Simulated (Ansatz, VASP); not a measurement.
# One calculation of Cd2Ni3O8, two programs

The input INCAR:

```
PREC = Accurate ; ENCUT = 520
EDIFF = 1E-6 ; ISMEAR = -1
SIGMA = 0.1 ; LREAL = F
LASPH = T ; NELM = 100
ALGO = Normal ; ISIF = 2
LWAVE = F ; LCHARG = T
LELF = T ; LVHAR = T
NBANDS = 63
```

File KPOINTS:

```
regular mesh
0
Gamma
  5 5 5
```

POSCAR

```
Cd2Ni3O8
1.0
    0.0000000000      5.7969520000      0.0000000000
    5.3927230000     -2.8984760000      0.0000000000
    1.6440170000      0.0000000000     -4.6399770000
Ni O Cd
3 8 2
Direct
    0.2610000000      0.0000000000      0.0000000000
    0.7390000000      0.0000000000      0.0000000000
    0.0000000000      0.0000000000      0.5000000000
    0.0820000000      0.1640000000      0.1010000000
    0.9180000000      0.8360000000      0.8990000000
    0.3240000000      0.1820000000      0.6100000000
    0.1420000000      0.8180000000      0.3900000000
    0.6760000000      0.8180000000      0.3900000000
    0.8580000000      0.1820000000      0.6100000000
    0.6010000000      0.2020000000      0.0660000000
    0.3990000000      0.7980000000      0.9340000000
    0.7202000000      0.4404000000      0.3430000000
    0.2798000000      0.5596000000      0.6570000000
```

Input for Ansatz:

```yaml
crystal:
  lattice:
    - [0.0, 5.796952, 0.0]
    - [5.392723, -2.898476, 0.0]
    - [1.644017, 0.0, -4.639977]
  atoms:
    - { symbol: Ni, position: [0.261, 0.0, 0.0] }
    - { symbol: Ni, position: [0.739, 0.0, 0.0] }
    - { symbol: O, position: [0.082, 0.164, 0.101] }
    - { symbol: O, position: [0.918, 0.836, 0.899] }
    - { symbol: Ni, position: [0.0, 0.0, 0.5] }
    - { symbol: O, position: [0.324, 0.182, 0.61] }
    - { symbol: O, position: [0.142, 0.818, 0.39] }
    - { symbol: O, position: [0.676, 0.818, 0.39] }
    - { symbol: O, position: [0.858, 0.182, 0.61] }
    - { symbol: Cd, position: [0.7202, 0.4404, 0.343] }
    - { symbol: Cd, position: [0.2798, 0.5596, 0.657] }
    - { symbol: O, position: [0.601, 0.202, 0.066] }
    - { symbol: O, position: [0.399, 0.798, 0.934] }
  symmetry: { tolerance: 0.0003 }
kpoints:
  mp_grid: { grid: [5, 5, 5], shift: [0, 0, 0] }
  band_path:
    path:
      - [0.0, 0.0, 0.0]
      - [0.66257509, -0.33128754, 0.0]
      - [0.33742491, -0.66871246, 0.0]
      - [0.0, -0.5, 0.0]
      - [0.0, 0.0, 0.0]
      - [0.0, -0.5, -0.5]
      - [0.45638628, -0.72819314, -0.5]
      - [0.54361372, -0.27180686, -0.5]
      - [0.0, 0.0, -0.5]
      - [0.0, 0.0, 0.0]
      - [0.5, -0.5, -0.5]
    npoints: 6
magnetization:
  spin_polarized: false
scf:
  occupations: { method: fermi_dirac }
  lower_state_search: "off"
  max_iter: 200
hamiltonian:
  pseudopotentials: { kind: paw }
  xc: lda
basis:
  ecutwfc: 420
  fft_grid_basis: typed
output:
  forces: true
  stress: true
  eigenvalues: true
  populations: true
  elf: true
  write_potential: true
  volumetric_format: npy
  dos:
    e_range: [-12, 8]
    de: 0.05
    projected: { site_lists: { Cd: [Cd], Ni: [Ni], O: [O] } }
checkpoint:
  read: saved_state
```

Alike in both runs: task single point; functional LDA; k mesh 5 × 5 × 5; no spin polarisation.

```csv
,VASP,Ansatz
version,VASP 6.6.1,Ansatz 0.2.0
potentials or method,"VASP PAW LDA potentials, release 64 (Ni, O, Cd), cutoff 520 eV",PAW plane waves
occupations,"fermi-dirac, width 0.1 eV",fermi-dirac
valence electrons in the cell,102,142
```

```csv
,VASP,Ansatz,Ansatz less VASP
pressure (GPa),-7.9,-9.0,-1.17
rms of the force components (eV/Å),0.667,0.657,-0.0102
```

LDA's correlation is that of Perdew and Zunger in VASP and of Perdew and Wang (1992) in Ansatz. VASP's potentials hold 102 valence electrons a cell and Ansatz's 142, so a difference there can come from the potentials and not from the codes.
